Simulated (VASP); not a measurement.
Write the native input for VASP 6.6.1 that does the following.

```
Task                   : single point
Functional             : PBE
Potentials or basis    : VASP PAW PBE potentials, release 64 (Si)
Cutoff                 : 520 eV
k mesh                 : 6 × 6 × 6
Occupations            : gaussian, width 0.1 eV
Spin                   : no spin polarisation
Dipole correction      : no
Further INCAR settings : ALGO = Normal; EDIFF = 1e-06; NBANDS = 8
```

The structure of Si lies in POSCAR:

```
Si
1.0
    2.5295120345      0.0000000000      0.0000000000
    0.0000000000      2.5295120345      0.0000000000
    0.0000000000      0.0000000000      2.5295120345
Si
1
Direct
    0.0000000000      0.0000000000      0.0000000000
```

The input as run:

INCAR

```
SYSTEM = Si
PREC = Accurate
ENCUT = 520
EDIFF = 1E-6
ISMEAR = 0
SIGMA = 0.1
LREAL = .False.
LASPH = .True.
NELM = 60
ALGO = Normal
ISIF = 2
LWAVE = .False.
LCHARG = .True.
GGA = PE
LELF = .True.
LVHAR = .True.
NBANDS = 8
```

KPOINTS

```
regular mesh
0
Gamma
  6 6 6
  0 0 0
```

Potentials or basis: VASP PAW PBE potentials, release 64 (Si).

Launch:

```sh
$ cat potpaw_PBE.64/Si/POTCAR > POTCAR
$ mpirun -np 1 vasp_std > vasp.out
```

It gave:

- Pressure: -0.1 GPa
- Band gap on the k mesh: zero (band 2 reaches 15.71 eV, above the bottom of band 3 at 5.39 eV)

Caveat: the k points lie up to 0.41 Å⁻¹ apart.

Wall time 2.2 s on 1 thread of Intel(R) Xeon(R) Platinum 8559C (Emerald Rapids), with other jobs on the host, peak memory 0.11 GiB.
